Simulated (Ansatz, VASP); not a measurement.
**ZnS in VASP and in Ansatz**

Contents of INCAR:

```
PREC = Accurate
ENCUT = 520
EDIFF = 1E-6
ISMEAR = -1
SIGMA = 0.02
LREAL = False
LASPH = True
NELM = 100
ALGO = Normal
ISIF = 2
LWAVE = False
LCHARG = True
GGA = PE
LELF = True
LVHAR = True
NBANDS = 26
```

Contents of KPOINTS:

```
regular mesh
0
Gamma
  12 12 4
```

File POSCAR:

```
ZnS
1.0
    3.6879452615      0.0000000000      0.0000000000
   -1.8439726308      3.1938542842      0.0000000000
    0.0000000000      0.0000000000      5.7820218017
Zn S
2 2
Direct
    0.0000000000      0.0000000000      0.0000000000
    0.0000000000      0.0000000000      0.5000000000
    0.3333333333      0.6666666667      0.2500000000
    0.6666666667      0.3333333333      0.7500000000
```

Input for Ansatz:

```yaml
crystal:
  lattice:
    - [3.6879452615, 0.0, 0.0]
    - [-1.8439726308, 3.1938542842, 0.0]
    - [0.0, 0.0, 5.7820218017]
  atoms:
    - { symbol: Zn, position: [0.0, 0.0, 0.0] }
    - { symbol: Zn, position: [0.0, 0.0, 0.5] }
    - { symbol: S, position: [0.3333333333, 0.6666666667, 0.25] }
    - { symbol: S, position: [0.6666666667, 0.3333333333, 0.75] }
kpoints:
  mp_grid: { grid: [12, 12, 4] }
  band_path:
    path:
      - [0.0, 0.0, 0.0]
      - [0.5, 0.0, 0.0]
      - [0.3333333333, 0.3333333333, 0.0]
      - [0.0, 0.0, 0.5]
      - [0.5, 0.0, 0.5]
      - [0.3333333333, 0.3333333333, 0.5]
      - [0.2, 0.0, 0.0]
    npoints: 1
hamiltonian:
  xc: pbe
scf:
  occupations: { method: fermi_dirac, width: 0.02 }
  n_extra_bands: 5
output:
  forces: true
  stress: true
  eigenvalues: true
```

Change from the starting cell: epitaxial_xy strain +2.7%.

Alike in both runs: task single point; functional PBE; k mesh 12 × 12 × 4; occupations fermi-dirac, width 0.02 eV; no spin polarisation.

```csv
,VASP,Ansatz
version,VASP 6.6.1,Ansatz 0.2.0
potentials or method,"VASP PAW PBE potentials, release 64 (Zn, S)","plane waves, PAW"
plane-wave cutoff (eV),520,420
valence electrons in the cell,36,36
```

```tsv
	VASP	Ansatz	Ansatz less VASP
pressure (GPa)	-0.7	-0.9	-0.16
traceless stress, the component that is largest in VASP (GPa)	2.64	2.65	+0.019
```

With one functional, cell and mesh, what is left measures potentials, basis and numerics.
